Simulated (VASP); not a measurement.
Wanted: the native input for a VASP 6.6.1 run.

```
Task                   : single point
Functional             : r2SCAN
Potentials or basis    : VASP PAW PBE potentials, release 64 (Mg_sv, O)
Cutoff                 : 660 eV
k mesh                 : 10 × 10 × 10
Occupations            : gaussian, width 0.01 eV
Spin                   : no spin polarisation
Dipole correction      : no
Second run             : valence_matched
Further INCAR settings : ALGO = Normal; EDIFF = 1e-06; NBANDS = 15
```

The system is MgO.

```
Mg O
1.0
     0.00000    2.10217    2.10217
     2.10217    0.00000    2.10217
     2.10217    2.10217    0.00000
Mg O
1 1
Direct
  0.00000 0.00000 0.00000
  0.50000 0.50000 0.50000
```

These files were run (other wordings do the same):

POSCAR

```
MgO
1.0
    0.0000000000      2.1021674168      2.1021674168
    2.1021674168      0.0000000000      2.1021674168
    2.1021674168      2.1021674168      0.0000000000
Mg O
1 1
Direct
    0.0000000000      0.0000000000      0.0000000000
    0.5000000000      0.5000000000      0.5000000000
```

INCAR.step1

```
PREC = Accurate ; ENCUT = 660
ISMEAR = 0 ; SIGMA = 0.01
LREAL = F ; LASPH = T
NELM = 120 ; NBANDS = 15
GGA = PE ; ALGO = Normal
EDIFF = 1E-5 ; LWAVE = T
LCHARG = F ; GGA_COMPAT = F
```

INCAR.step2

```
PREC = Accurate ; ENCUT = 660
EDIFF = 1E-6 ; ISMEAR = 0
SIGMA = 0.01 ; LREAL = F
LASPH = T ; NELM = 120
ALGO = Normal ; ISIF = 2
LWAVE = F ; LCHARG = F
METAGGA = R2SCAN ; LMIXTAU = T
NBANDS = 15 ; ISTART = 1
GGA_COMPAT = F
```

KPOINTS

```
Automatic mesh
0
Gamma
  10 10 10
```

Potentials or basis: VASP PAW PBE potentials, release 64 (Mg_sv, O).

The run is started by

```sh
$ cat potpaw_PBE.64/Mg_sv/POTCAR potpaw_PBE.64/O/POTCAR > POTCAR
$ cp INCAR.step1 INCAR
$ mpirun -np 1 vasp_std > vasp.out
$ cp INCAR.step2 INCAR
$ mpirun -np 1 vasp_std > vasp.out
```

It gave:

| Quantity | Value |
| --- | --- |
| Pressure | -0.2 GPa |
| Band gap on the k mesh | 5.71 eV, direct |

Caveat: the PAW data sets were made with another functional, which shifts forces and pressure a little.

It took 74 s on 1 thread of AMD EPYC 7R13 Processor (Zen 3) (shared host), peak memory 0.14 GiB.
